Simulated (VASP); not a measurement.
# WS2 (Cm) in VASP: further runs

The runs below take WS2 through single point, with PBEsol+D3(BJ).

Program: VASP 6.6.1. These are calculated values, not measurements. Logs are shortened: lines on timing, memory, paths and dates and some standing lists are left out, and cuts for length are marked.

## 1. The cell of the first run

The structure is monoclinic, space group Cm (No. 8). Conventional cell: a = 5.395 Å, b = 3.115 Å, c = 11.772 Å, α = 90.00°, β = 90.00°, γ = 90.00°. Within 3.2 Å of W (site symmetry m) lie 6 S at 2.26 to 2.58 Å and 6 W at 3.11 Å. W (site symmetry m) has 6 S at 2.20 to 2.53 Å within 2.9 Å. S (site symmetry m) has 3 W at 2.20 to 2.37 Å within 2.9 Å. Within 3.3 Å of S (site symmetry m) lie 3 W at 2.26 to 2.42 Å and 10 S at 3.11 to 3.28 Å. S (site symmetry m) has 3 W at 2.37 to 2.53 Å and 10 S at 3.11 to 3.28 Å within 3.3 Å. S (site symmetry m) has 3 W at 2.42 to 2.58 Å and 10 S at 3.11 to 3.28 Å within 3.3 Å.

## 2. Single point, PBEsol+D3(BJ)

Input file INCAR:

```
SYSTEM = WS2
PREC = Accurate ; ENCUT = 520
EDIFF = 1E-6 ; ISMEAR = 0
SIGMA = 0.05 ; LREAL = .False.
LASPH = .True. ; NELM = 60
ALGO = Normal ; ISIF = 2
LWAVE = .False. ; LCHARG = .False.
GGA = PS ; IVDW = 12
NBANDS = 35
```

Input file KPOINTS:

```
regular mesh
0
Gamma
  12 12 4
  0 0 0
```

Input file POSCAR:

```
WS2
1.0
    3.1147273971      0.0000000000      0.0000000000
   -1.5573636985      2.6974330517      0.0000000000
    0.0000000000      0.0000000000     11.7722466704
W S
2 4
Direct
    0.3333333333      0.6666666667      0.2500000000
    0.6666666667      0.3333333333      0.7500000000
    0.2810017686      0.6405008843      0.6269362614
    0.6143351019      0.3071675510      0.1269362614
    0.2810017686      0.6405008843      0.8940298790
    0.6143351019      0.3071675510      0.3940298790
```

Potentials or basis: VASP PAW PBE potentials, release 64 (W_sv, S).

The run is started by

```console
$ cat potpaw_PBE.64/W_sv/POTCAR potpaw_PBE.64/S/POTCAR > POTCAR
$ mpirun -np 1 vasp_std > vasp.out
```

OUTCAR:

```text
SYSTEM = WS2
   PREC = Accurate
   ENCUT = 520
   EDIFF = 1E-6
   ISMEAR = 0
   LREAL = .False.
   LASPH = .True.
   NELM = 60
   ISIF = 2
   GGA = PS
   IVDW = 12
 IVDW          = 12

 ion  position               nearest neighbor table
   1  0.333  0.667  0.250-   4 2.26   4 2.26   4 2.42   6 2.42   6 2.42   6 2.58
   2  0.667  0.333  0.750-   3 2.20   3 2.37   3 2.37   5 2.37   5 2.53   5 2.53
   3  0.281  0.641  0.627-   2 2.20   2 2.37   2 2.37
   4  0.614  0.307  0.127-   1 2.26   1 2.26   1 2.42
   5  0.281  0.641  0.894-   2 2.37   2 2.53   2 2.53
   6  0.614  0.307  0.394-   1 2.42   1 2.42   1 2.58

  LATTYP: Found a hexagonal cell.
 ALAT       =     3.1147273971
 C/A-ratio  =     3.7795431733

  Lattice vectors:

 A1 = (   3.1147273971,   0.0000000000,   0.0000000000)
 A2 = (  -1.5573636985,   2.6974330517,   0.0000000000)
 A3 = (   0.0000000000,   0.0000000000,  11.7722466704)

Analysis of symmetry for initial positions (statically):
=====================================================================
 Subroutine PRICEL returns:
 Original cell was already a primitive cell.

 Routine SETGRP: Setting up the symmetry group for a
 hexagonal supercell.

 Subroutine GETGRP returns: Found  2 space group operations
 (whereof  2 operations were pure point group operations)
 out of a pool of 24 trial point group operations.

The static configuration has the point symmetry C_1h.

Analysis of symmetry for dynamics (positions and initial velocities):
=====================================================================
 Subroutine PRICEL returns:
 Original cell was already a primitive cell.

 Routine SETGRP: Setting up the symmetry group for a
 hexagonal supercell.

 Subroutine GETGRP returns: Found  2 space group operations
 (whereof  2 operations were pure point group operations)
 out of a pool of 24 trial point group operations.

The dynamic configuration has the point symmetry C_1h.

 Subroutine INISYM returns: Found  2 space group operations
 (whereof  2 operations are pure point group operations),
 and found     1 'primitive' translations

----------------------------------------------------------------------------------------

                                     Primitive cell

  volume of cell :      98.9077

  direct lattice vectors                    reciprocal lattice vectors
     3.114727397  0.000000000  0.000000000     0.321055384  0.185361412  0.000000000
    -1.557363698  2.697433052  0.000000000     0.000000000  0.370722825  0.000000000
     0.000000000  0.000000000 11.772246670     0.000000000  0.000000000  0.084945553

  length of vectors
     3.114727397  3.114727397 11.772246670     0.370722825  0.370722825  0.084945553

  position of ions in fractional coordinates (direct lattice)
     0.333333333  0.666666667  0.250000000
     0.666666667  0.333333333  0.750000000
     0.281001769  0.640500884  0.626936261
     0.614335102  0.307167551  0.126936261
     0.281001769  0.640500884  0.894029879
     0.614335102  0.307167551  0.394029879

  ion indices of the primitive-cell ions
   primitive index   ion index
                 1           1
                 2           2
                 3           3
                 4           4
                 5           5
                 6           6

----------------------------------------------------------------------------------------

 KPOINTS: regular mesh

Automatic generation of k-mesh.
 Grid dimensions read from file:
 generate k-points for:   12   12    4

 Generating k-lattice:

  Cartesian coordinates                     Fractional coordinates (reciprocal lattice)
     0.026754615  0.015446784  0.000000000     0.083333333  0.000000000  0.000000000
     0.000000000  0.030893569  0.000000000     0.000000000  0.083333333  0.000000000
     0.000000000  0.000000000  0.021236388     0.000000000  0.000000000  0.250000000

  Length of vectors
     0.030893569  0.030893569  0.021236388

  Shift w.r.t. Gamma in fractional coordinates (k-lattice)
     0.000000000  0.000000000  0.000000000

 Subroutine IBZKPT returns following result:
 ===========================================

 Found    164 irreducible k-points:

 Following reciprocal coordinates:
            Coordinates               Weight
  0.000000  0.000000  0.000000      1.000000
  0.083333 -0.000000  0.000000      2.000000
  0.000000  0.083333  0.000000      4.000000
  0.166667 -0.000000  0.000000      2.000000
  0.000000  0.166667  0.000000      4.000000
  0.250000 -0.000000  0.000000      2.000000
[... 16 lines left out ...]
 -0.083333  0.416667  0.000000      4.000000
 -0.416667  0.333333  0.000000      4.000000
 [... further k-points ...]
   k-points           NKPTS =    164   k-points in BZ     NKDIM =    164   number of bands    NBANDS=     35
   number of dos      NEDOS =    301   number of ions     NIONS =      6
   total plane-waves  NPLWV =  51840
   dimension x,y,z NGX =    24 NGY =   24 NGZ =   90
   dimension x,y,z NGXF=    48 NGYF=   48 NGZF=  180
   ions per type =               2   4
   NGX,Y,Z   is equivalent  to a cutoff of  12.81, 12.81, 12.71 a.u.
   NGXF,Y,Z  is equivalent  to a cutoff of  25.62, 25.62, 25.42 a.u.
 SYSTEM =  WS2
   PREC   = accura    normal or accurate (medium, high low for compatibility)
   ISTART =      0    job   : 0-new  1-cont  2-samecut
   ICHARG =      2    charge: 1-file 2-atom 10-const
   ISPIN  =      1    spin polarized calculation?
   LNONCOLLINEAR =      F non collinear calculations
   LSORBIT =      F    spin-orbit coupling
   LASPH  =      T    aspherical Exc in radial PAW
   ENCUT  =  520.0 eV  38.22 Ry    6.18 a.u.   5.79  5.79 21.89*2*pi/ulx,y,z
   NELM   =     60;   NELMIN=  2; NELMDL= -5     # of ELM steps
   EDIFF  = 0.1E-05   stopping-criterion for ELM
   LREAL  =      F    real-space projection
   EDIFFG = 0.1E-04   stopping-criterion for IOM
   NSW    =      0    number of steps for IOM
   IBRION =     -1    ionic relax: 0-MD 1-quasi-New 2-CG
   NFREE  =      0    steps in history (QN), initial steepest desc. (CG)
   ISIF   =      2    stress and relaxation
   ISYM   =      2    0-nonsym 1-usesym 2-fastsym
   POTIM  = 0.5000    time-step for ionic-motion
   TEBEG  =    0.0;   TEEND  =   0.0 temperature during run
   PSTRESS=    0.0 pullay stress
   NELECT =      52.0000    total number of electrons
   NUPDOWN=      -1.0000    fix difference up-down
   EMIN   =  10.00;   EMAX   =-10.00  energy-range for DOS
   EFERMI =   0.00;   METHOD = LEGACY
   ISMEAR =     0;   SIGMA  =   0.05  broadening in eV -4-tet -1-fermi 0-gaus
   EFERMI_NEDOS =   21; number of points for ismear=-14 and -15
   IALGO  =     38    algorithm
   IMIX   =      4    mixing-type and parameters
     AMIX     =   0.40;   BMIX     =  1.00
     AMIX_MAG =   1.60;   BMIX_MAG =  1.00
  volume/ion in A,a.u.               =      16.48       111.24
  Fermi-wavevector in a.u.,A,eV,Ry     =   1.321293  2.496882 23.753271  1.745816
  Thomas-Fermi vector in A             =   2.451058
   LORBIT       =      0    0 simple, 1 ext, 2 COOP (PROOUT), +10 PAW based schemes
   GGA     = PS    functional components
   LHFCALC =     F    Hartree Fock is set to
   AEXX    =    0.0000 exact exchange contribution
   IVDW    =    12    specifies the selected vdW correction
   LEPSILON=     F    determine dielectric tensor
   LRPA    =     F    only Hartree local field effects (RPA)
 non-spin polarized calculation
 Gauss-broadening in eV      SIGMA  =   0.05
  energy-cutoff  :      520.00
  volume of cell :       98.91
 maximum number of plane-waves:      2690
   NGX = 11   NGY = 11   NGZ = 43

 number of electron      52.0000004 magnetization

 Free energy of the ion-electron system (eV)
  ---------------------------------------------------
  ext. energy  EPLUGINS =         0.00000000
  ---------------------------------------------------
  free energy    TOTEN  =       -49.47208431 eV

  energy without entropy =      -49.47208431  energy(sigma->0) =      -49.47208431

 E-fermi :   8.7695     XC(G=0): -11.5806

 val. band max:        8.5361572844   @ k =   0.0000   0.0000   0.0000
 cond. band min:       8.9977254205   @ k =   0.1667   0.1667   0.0000
 fundamental gap:      0.4615681360
 Fermi energy:         8.7695126831

 k-point     1 :       0.0000    0.0000    0.0000
  band No.  band energies     occupation
      1     -66.1732      2.00000
      2     -66.1659      2.00000
      3     -30.5067      2.00000
      4     -30.5062      2.00000
      5     -30.2926      2.00000
      6     -30.2798      2.00000
[... 27 lines left out ...]
     34      11.6966      0.00000
     35      13.5432      0.00000

 k-point     2 :       0.0833   -0.0000    0.0000
  band No.  band energies     occupation
      1     -66.1717      2.00000
      2     -66.1644      2.00000
      3     -30.5015      2.00000
      4     -30.5012      2.00000
      5     -30.3096      2.00000
      6     -30.2993      2.00000
[... 27 lines left out ...]
     34      11.8244      0.00000
     35      13.9704      0.00000

 k-point     3 :       0.0000    0.0833    0.0000
  band No.  band energies     occupation
      1     -66.1717      2.00000
      2     -66.1644      2.00000
      3     -30.5017      2.00000
      4     -30.5008      2.00000
      5     -30.3187      2.00000
      6     -30.2953      2.00000
[... 27 lines left out ...]
     34      11.7713      0.00000
     35      14.0642      0.00000
[... 723 lines left out ...]
 k-point    23 :      -0.0833    0.4167    0.0000
  band No.  band energies     occupation
      1     -66.1527      2.00000
      2     -66.1457      2.00000
      3     -30.6557      2.00000
      4     -30.6036      2.00000
      5     -30.4402      2.00000
      6     -30.4343      2.00000
[... 27 lines left out ...]
     34      13.2810      0.00000
     35      13.7755      0.00000

 k-point    24 :      -0.4167    0.3333    0.0000
  band No.  band energies     occupation
      1     -66.1528      2.00000
      2     -66.1456      2.00000
      3     -30.6427      2.00000
      4     -30.6173      2.00000
      5     -30.4367      2.00000
      6     -30.4354      2.00000
[... 27 lines left out ...]
     34      13.2090      0.00000
     35      13.7547      0.00000

 [... further k-points ...]

------------------------ aborting loop because EDIFF is reached ----------------------------------------

 Edisp (eV)   -2.49723

 E8    (eV) :    -1.6205

  FORCE on cell =-STRESS in cart. coord.  units (eV):
  Direction    XX          YY          ZZ          XY          YZ          ZX
  --------------------------------------------------------------------------------------
  -------------------------------------------------------------------------------------
  Total       1.88598     1.93563     2.52715    -0.04300    -1.01236    -1.75346
  in kB      30.55050    31.35478    40.93664    -0.69652   -16.39898   -28.40387
  external pressure =       34.28 kB  Pullay stress =        0.00 kB

 VOLUME and BASIS-vectors are now :
 -----------------------------------------------------------------------------
  energy-cutoff  :      520.00
  volume of cell :       98.91
      direct lattice vectors                 reciprocal lattice vectors
     3.114727397  0.000000000  0.000000000     0.321055384  0.185361412  0.000000000
    -1.557363698  2.697433052  0.000000000     0.000000000  0.370722825  0.000000000
     0.000000000  0.000000000 11.772246670     0.000000000  0.000000000  0.084945553

 POSITION                                       TOTAL-FORCE (eV/Angst)
 -----------------------------------------------------------------------------------
     -0.00000      1.79829      2.94306        -2.668802     -1.540833      4.250109
      1.55736      0.89914      8.82919        -2.939366     -1.697044      4.294492
     -0.12225      1.72771      7.38045         1.924378      1.111040     -2.763619
      1.43511      0.82856      1.49432         1.669821      0.964072     -2.703836
     -0.12225      1.72771     10.52474         1.010208      0.583244     -1.530750
      1.43511      0.82856      4.63862         1.003761      0.579522     -1.546397
 -----------------------------------------------------------------------------------
    total drift:                               -0.000165     -0.000095      0.001058

  FREE ENERGIE OF THE ION-ELECTRON SYSTEM (eV)
  ---------------------------------------------------
  free  energy   TOTEN  =       -51.9693138380 eV

  energy  without entropy=      -51.9693138380  energy(sigma->0) =      -51.96931384
```

Wall time 6.3 min (1 thread of Intel Xeon Platinum 8259CL at 2.50GHz (Skylake/Cascade Lake), shared host); peak memory 0.55 GiB.

Results:

```
Free energy                : -51.9693 eV
Pressure                   : 3.4 GPa
Largest force              : 5.474 eV/Å
Band gap on the k mesh     : 0.46 eV (least direct gap 1.30 eV)
Dispersion energy per atom : -0.416 eV
```

Forces in eV/Å, atoms in the order of the input:
```
W   -2.669 -1.541  4.250
W   -2.939 -1.697  4.294
S    1.924  1.111 -2.764
S    1.670  0.964 -2.704
S    1.010  0.583 -1.531
S    1.004  0.580 -1.546
```

Stress tensor (GPa, compression positive):
```
 3.06 -0.07 -2.84
-0.07  3.14 -1.64
-2.84 -1.64  4.09
```

Levels at points of the mesh, in eV from the valence-band top:
```
           k point  band 24  band 25  band 26  band 27  band 28  band 29
(0.00, 0.00, 0.00)    -1.55    -0.77     0.00     1.30     1.31     1.70
(0.50, 0.00, 0.00)    -2.11    -1.73    -1.55     2.11     2.15     2.32
(0.00, 0.50, 0.00)    -2.26    -1.61    -1.17     2.12     2.18     2.26
(0.00, 0.00, 0.50)    -1.55    -0.25    -0.23     1.30     1.30     1.73
(0.50, 0.00, 0.50)    -1.99    -1.86    -1.55     2.11     2.31     2.32
(0.00, 0.50, 0.50)    -2.28    -1.44    -1.29     2.12     2.22     2.36
```

Caveat: the cell differs from its parent crystal (all S atoms moved +0.188 Å, as atom 3 towards its neighbour atom 2 (W) at 2.389 Å); the cell stands under pressure; the PAW data sets were made with another functional, which shifts forces and pressure a little; spin-orbit coupling is left out, which moves the levels of the heavy elements. A k mesh can miss the band edges.

[end of part 1 of 2]
